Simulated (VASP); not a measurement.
TiO:

```
Ti O
1.0
     2.85161    0.00000    0.00000
    -1.42580    2.46956    0.00000
     0.00000    0.00000    5.56750
Ti O
2 2
Direct
  0.33333 0.66667 0.25000
  0.66667 0.33333 0.75000
  0.00000 0.00000 0.00000
  0.00000 0.00000 0.50000
```

| Quantity | Value |
| --- | --- |
| Program | VASP 6.6.1 |
| Task | relaxation of cell and atoms |
| Functional | PBEsol |
| Dispersion | D3(BJ) |
| Potentials or basis | VASP PAW PBE potentials, release 64 (Ti_sv, O) |
| Cutoff | 600 eV |
| k mesh | 18 × 18 × 8 |
| Occupations | gaussian, width 0.1 eV |
| Spin | no spin polarisation |

At the start: pressure -15.8 GPa; volume 9.80 Å³/atom.

Q: Where does the relaxation end?

A: Over 6 steps the energy falls by 34.0 meV/atom and the volume is 9.16 Å³/atom (-6.6 %); space group P6_3/mmc (No. 194, to 0.1 Å) before and after.

The path:
| step | energy change (eV) | largest force (eV/Å) | pressure (GPa) | volume (Å³) |
| --- | --- | --- | --- | --- |
| 1 | 0.0000 | 0.0000 | -15.76 | 39.21 |
| 2 | 0.0480 | 0.0000 | 23.87 | 33.99 |
| 3 | -0.1358 | 0.0000 | -0.23 | 36.66 |
| 4 | -0.1358 | 0.0000 | 0.13 | 36.61 |
| 5 | -0.1362 | 0.0000 | 0.13 | 36.62 |
| 6 | -0.1362 | 0.0000 | 0.08 | 36.62 |

Final structure:
```
Ti O
1.0
     2.79492    0.00000    0.00000
    -1.39746    2.42048    0.00000
     0.00000    0.00000    5.41359
Ti O
2 2
Direct
  0.33333 0.66667 0.25000
  0.66667 0.33333 0.75000
  0.00000 0.00000 0.00000
  0.00000 0.00000 0.50000
```

Caveat: the PAW data sets were made with another functional, which shifts forces and pressure a little.
